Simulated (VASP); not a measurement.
# N (P-3m1) in VASP: a series of runs

The runs below take N through single point, with PBE+D3(BJ).

All numbers are computed with VASP 6.6.1; they aren't measurements. Logs are shortened: lines on timing, memory, paths and dates and some standing lists are left out, and cuts for length are marked.

**1. The cell of the first run**

Symmetry: P-3m1, No. 164, trigonal system. Conventional cell: a = 3.817 Å, b = 3.817 Å, c = 14.529 Å, α = 90.00°, β = 90.00°, γ = 120.00°. Within 1.5 Å of N (site symmetry 3m) lie 1 N at 1.10 Å. N (site symmetry 3m) has 1 N at 1.10 Å within 1.5 Å. N (site symmetry 3m) has 1 N at 1.10 Å within 1.5 Å. N (site symmetry 3m) has 1 N at 1.10 Å within 1.5 Å.

**2. Single point, PBE+D3(BJ)**

Input file INCAR:

```
PREC = Accurate
ENCUT = 520
EDIFF = 1E-6
ISMEAR = 0
SIGMA = 0.05
LREAL = False
LASPH = True
NELM = 100
ALGO = Normal
ISIF = 2
LWAVE = False
LCHARG = False
GGA = PE
IVDW = 12
NBANDS = 30
```

Input file KPOINTS:

```
Automatic mesh
0
Gamma
  7 7 2
```

Input file POSCAR:

```
N
1.0
   -3.8165516810      0.0000000000      0.0000000000
   -1.9082758405     -3.3052307106      0.0000000000
    0.0000000000      0.0000000000     14.5290392674
N
8
Direct
    0.3333333333      0.3333333333      0.9309960531
    0.3333333333      0.3333333333      0.4206719018
    0.3333333333      0.3333333333      0.8551384765
    0.3333333333      0.3333333333      0.3448143252
    0.6666666667      0.6666666667      0.1655098262
    0.6666666667      0.6666666667      0.6758339775
    0.6666666667      0.6666666667      0.0896522495
    0.6666666667      0.6666666667      0.5999764008
```

Potentials or basis: VASP PAW PBE potentials, release 64 (N).

Launch:

```console
cat potpaw_PBE.64/N/POTCAR > POTCAR
mpirun -np 1 vasp_std > vasp.out
```

OUTCAR:

```text
PREC = Accurate
   ENCUT = 520
   EDIFF = 1E-6
   ISMEAR = 0
   LREAL = False
   LASPH = True
   NELM = 100
   ISIF = 2
   GGA = PE
   IVDW = 12
 IVDW          = 12

 ion  position               nearest neighbor table
   1  0.333  0.333  0.931-   3 1.10
   2  0.333  0.333  0.421-   4 1.10
   3  0.333  0.333  0.855-   1 1.10
   4  0.333  0.333  0.345-   2 1.10
   5  0.667  0.667  0.166-   7 1.10
   6  0.667  0.667  0.676-   8 1.10
   7  0.667  0.667  0.090-   5 1.10
   8  0.667  0.667  0.600-   6 1.10

  LATTYP: Found a hexagonal cell.
 ALAT       =     3.8165516810
 C/A-ratio  =     3.8068498691

  Lattice vectors:

 A1 = (   1.9082758405,   3.3052307106,   0.0000000000)
 A2 = (  -3.8165516810,   0.0000000000,   0.0000000000)
 A3 = (   0.0000000000,   0.0000000000,  14.5290392674)

Analysis of symmetry for initial positions (statically):
=====================================================================
 Subroutine PRICEL returns:
 Original cell was already a primitive cell.

 Routine SETGRP: Setting up the symmetry group for a
 hexagonal supercell.

 Subroutine GETGRP returns: Found 12 space group operations
 (whereof  6 operations were pure point group operations)
 out of a pool of 24 trial point group operations.

The static configuration has the point symmetry C_3v.
 The point group associated with its full space group is D_3d.

Analysis of symmetry for dynamics (positions and initial velocities):
=====================================================================
 Subroutine PRICEL returns:
 Original cell was already a primitive cell.

 Routine SETGRP: Setting up the symmetry group for a
 hexagonal supercell.

 Subroutine GETGRP returns: Found 12 space group operations
 (whereof  6 operations were pure point group operations)
 out of a pool of 24 trial point group operations.

The dynamic configuration has the point symmetry C_3v.
 The point group associated with its full space group is D_3d.

 Subroutine INISYM returns: Found 12 space group operations
 (whereof  6 operations are pure point group operations),
 and found     1 'primitive' translations

----------------------------------------------------------------------------------------

                                     Primitive cell

  volume of cell :     183.2778

  direct lattice vectors                    reciprocal lattice vectors
    -3.816551681  0.000000000  0.000000000    -0.262016627  0.151275370  0.000000000
    -1.908275840 -3.305230711  0.000000000     0.000000000 -0.302550741  0.000000000
     0.000000000  0.000000000 14.529039267     0.000000000  0.000000000  0.068827675

  length of vectors
     3.816551681  3.816551681 14.529039267     0.302550741  0.302550741  0.068827675

  position of ions in fractional coordinates (direct lattice)
     0.333333333  0.333333333  0.930996053
     0.333333333  0.333333333  0.420671902
     0.333333333  0.333333333  0.855138477
     0.333333333  0.333333333  0.344814325
     0.666666667  0.666666667  0.165509826
     0.666666667  0.666666667  0.675833977
     0.666666667  0.666666667  0.089652249
     0.666666667  0.666666667  0.599976401

  ion indices of the primitive-cell ions
   primitive index   ion index
                 1           1
                 2           2
                 3           3
                 4           4
                 5           5
                 6           6
                 7           7
                 8           8

----------------------------------------------------------------------------------------

 KPOINTS: Automatic mesh

Automatic generation of k-mesh.
 Grid dimensions read from file:
 generate k-points for:    7    7    2

 Generating k-lattice:

  Cartesian coordinates                     Fractional coordinates (reciprocal lattice)
    -0.037430947  0.021610767  0.000000000     0.142857143  0.000000000  0.000000000
     0.000000000 -0.043221534  0.000000000     0.000000000  0.142857143  0.000000000
     0.000000000  0.000000000  0.034413838     0.000000000  0.000000000  0.500000000

  Length of vectors
     0.043221534  0.043221534  0.034413838

  Shift w.r.t. Gamma in fractional coordinates (k-lattice)
     0.000000000  0.000000000  0.000000000

 Subroutine IBZKPT returns following result:
 ===========================================

 Found     16 irreducible k-points:

 Following reciprocal coordinates:
            Coordinates               Weight
  0.000000  0.000000  0.000000      1.000000
  0.142857  0.000000  0.000000      6.000000
  0.285714  0.000000  0.000000      6.000000
  0.428571  0.000000  0.000000      6.000000
  0.285714  0.142857  0.000000      6.000000
  0.428571  0.142857  0.000000     12.000000
[... 8 lines left out ...]
 -0.428571  0.142857  0.500000      6.000000
 -0.428571  0.285714  0.500000      6.000000
   k-points           NKPTS =     16   k-points in BZ     NKDIM =     16   number of bands    NBANDS=     30
   number of dos      NEDOS =    301   number of ions     NIONS =      8
   total plane-waves  NPLWV =  84672
   dimension x,y,z NGX =    28 NGY =   28 NGZ =  108
   dimension x,y,z NGXF=    56 NGYF=   56 NGZF=  216
   ions per type =               8
   NGX,Y,Z   is equivalent  to a cutoff of  12.20, 12.20, 12.36 a.u.
   NGXF,Y,Z  is equivalent  to a cutoff of  24.39, 24.39, 24.72 a.u.
 SYSTEM =  unknown system
   PREC   = accura    normal or accurate (medium, high low for compatibility)
   ISTART =      0    job   : 0-new  1-cont  2-samecut
   ICHARG =      2    charge: 1-file 2-atom 10-const
   ISPIN  =      1    spin polarized calculation?
   LNONCOLLINEAR =      F non collinear calculations
   LSORBIT =      F    spin-orbit coupling
   LASPH  =      T    aspherical Exc in radial PAW
   ENCUT  =  520.0 eV  38.22 Ry    6.18 a.u.   7.10  7.10 27.01*2*pi/ulx,y,z
   NELM   =    100;   NELMIN=  2; NELMDL= -5     # of ELM steps
   EDIFF  = 0.1E-05   stopping-criterion for ELM
   LREAL  =      F    real-space projection
   EDIFFG = 0.1E-04   stopping-criterion for IOM
   NSW    =      0    number of steps for IOM
   IBRION =     -1    ionic relax: 0-MD 1-quasi-New 2-CG
   NFREE  =      0    steps in history (QN), initial steepest desc. (CG)
   ISIF   =      2    stress and relaxation
   ISYM   =      2    0-nonsym 1-usesym 2-fastsym
   POTIM  = 0.5000    time-step for ionic-motion
   TEBEG  =    0.0;   TEEND  =   0.0 temperature during run
   PSTRESS=    0.0 pullay stress
   NELECT =      40.0000    total number of electrons
   NUPDOWN=      -1.0000    fix difference up-down
   EMIN   =  10.00;   EMAX   =-10.00  energy-range for DOS
   EFERMI =   0.00;   METHOD = LEGACY
   ISMEAR =     0;   SIGMA  =   0.05  broadening in eV -4-tet -1-fermi 0-gaus
   EFERMI_NEDOS =   21; number of points for ismear=-14 and -15
   IALGO  =     38    algorithm
   IMIX   =      4    mixing-type and parameters
     AMIX     =   0.40;   BMIX     =  1.00
     AMIX_MAG =   1.60;   BMIX_MAG =  1.00
  volume/ion in A,a.u.               =      22.91       154.60
  Fermi-wavevector in a.u.,A,eV,Ry     =   0.985655  1.862618 13.218272  0.971516
  Thomas-Fermi vector in A             =   2.116978
   LORBIT       =      0    0 simple, 1 ext, 2 COOP (PROOUT), +10 PAW based schemes
   GGA     = PE    functional components
   LHFCALC =     F    Hartree Fock is set to
   AEXX    =    0.0000 exact exchange contribution
   IVDW    =    12    specifies the selected vdW correction
   LEPSILON=     F    determine dielectric tensor
   LRPA    =     F    only Hartree local field effects (RPA)
 non-spin polarized calculation
 Gauss-broadening in eV      SIGMA  =   0.05
  energy-cutoff  :      520.00
  volume of cell :      183.28
 maximum number of plane-waves:      4957
   NGX = 15   NGY = 15   NGZ = 55

 number of electron      40.0000000 magnetization

 Free energy of the ion-electron system (eV)
  ---------------------------------------------------
  ext. energy  EPLUGINS =         0.00000000
  ---------------------------------------------------
  free energy    TOTEN  =       -66.54490110 eV

  energy without entropy =      -66.54490110  energy(sigma->0) =      -66.54490110

 E-fermi :  -6.0183     XC(G=0):  -6.3769

 val. band max:       -6.3008957533   @ k =   0.0000   0.0000   0.0000
 cond. band min:       0.6893436229   @ k =  -0.4286   0.1429   0.0000
 fundamental gap:      6.9902393762
 Fermi energy:        -6.0183068843

 k-point     1 :       0.0000    0.0000    0.0000
  band No.  band energies     occupation
      1     -24.9597      2.00000
      2     -24.9474      2.00000
      3     -24.9434      2.00000
      4     -24.9319      2.00000
      5     -10.5612      2.00000
      6     -10.2375      2.00000
[... 22 lines left out ...]
     29       4.1407      0.00000
     30       4.2087      0.00000

 k-point     2 :       0.1429    0.0000    0.0000
  band No.  band energies     occupation
      1     -24.9517      2.00000
      2     -24.9403      2.00000
      3     -24.9366      2.00000
      4     -24.9265      2.00000
      5     -10.5006      2.00000
      6     -10.2020      2.00000
[... 22 lines left out ...]
     29       4.3796      0.00000
     30       4.4964      0.00000

 k-point     3 :       0.2857    0.0000    0.0000
  band No.  band energies     occupation
      1     -24.9329      2.00000
      2     -24.9243      2.00000
      3     -24.9217      2.00000
      4     -24.9144      2.00000
      5     -10.3439      2.00000
      6     -10.1182      2.00000
[... 418 lines left out ...]
     29       6.0789      0.00000
     30       6.0928      0.00000

 k-point    16 :      -0.4286    0.2857    0.5000
  band No.  band energies     occupation
      1     -24.9087      2.00000
      2     -24.9067      2.00000
      3     -24.9043      2.00000
      4     -24.9042      2.00000
      5     -10.0656      2.00000
      6     -10.0354      2.00000
[... 22 lines left out ...]
     29       6.1038      0.00000
     30       6.1217      0.00000

------------------------ aborting loop because EDIFF is reached ----------------------------------------

 Edisp (eV)   -0.42601

 E8    (eV) :    -0.1005

  FORCE on cell =-STRESS in cart. coord.  units (eV):
  Direction    XX          YY          ZZ          XY          YZ          ZX
  --------------------------------------------------------------------------------------
  -------------------------------------------------------------------------------------
  Total      -0.16874    -0.16874     7.50357    -0.00000     0.00000     0.00000
  in kB      -1.47511    -1.47511    65.59466    -0.00000     0.00000     0.00000
  external pressure =       20.88 kB  Pullay stress =        0.00 kB

 VOLUME and BASIS-vectors are now :
 -----------------------------------------------------------------------------
  energy-cutoff  :      520.00
  volume of cell :      183.28
      direct lattice vectors                 reciprocal lattice vectors
    -3.816551681  0.000000000  0.000000000    -0.262016627  0.151275370  0.000000000
    -1.908275840 -3.305230711  0.000000000     0.000000000 -0.302550741  0.000000000
     0.000000000  0.000000000 14.529039267     0.000000000  0.000000000  0.068827675

 POSITION                                       TOTAL-FORCE (eV/Angst)
 -----------------------------------------------------------------------------------
     -1.90828     -1.10174     13.52648        -0.000000     -0.000000      1.687845
     -1.90828     -1.10174      6.11196         0.000000     -0.000000      1.738920
     -1.90828     -1.10174     12.42434        -0.000000     -0.000000     -1.744463
     -1.90828     -1.10174      5.00982         0.000000     -0.000000     -1.739257
     -3.81655     -2.20349      2.40470         0.000000     -0.000000      1.744463
     -3.81655     -2.20349      9.81922        -0.000000      0.000000      1.739257
     -3.81655     -2.20349      1.30256         0.000000      0.000000     -1.687845
     -3.81655     -2.20349      8.71708        -0.000000      0.000000     -1.738920
 -----------------------------------------------------------------------------------
    total drift:                                0.000000      0.000000      0.000029

  FREE ENERGIE OF THE ION-ELECTRON SYSTEM (eV)
  ---------------------------------------------------
  free  energy   TOTEN  =       -66.9709125121 eV

  energy  without entropy=      -66.9709125121  energy(sigma->0) =      -66.97091251
```

It took 40 s on 1 thread of Intel Xeon 6975P-C (Granite Rapids), shared host; peak memory 0.29 GiB.

Results:

* Free energy: -66.9709 eV
* Pressure: 2.1 GPa
* Largest force: 1.744 eV/Å
* Band gap on the k mesh: 6.99 eV
* Dispersion energy per atom: -0.053 eV

Forces in eV/Å, atoms in the order of the input:
```
N    0.000  0.000  1.688
N    0.000  0.000  1.739
N    0.000  0.000 -1.744
N    0.000  0.000 -1.739
N    0.000  0.000  1.744
N    0.000  0.000  1.739
N    0.000  0.000 -1.688
N    0.000  0.000 -1.739
```

Caveat: the standard files for N, O and F lose accuracy on very short bonds; forces of over 1 eV/Å act on the atoms, so gaps and moduli don't describe the material at rest. A k mesh can miss the band edges.

[end of part 1 of 2]
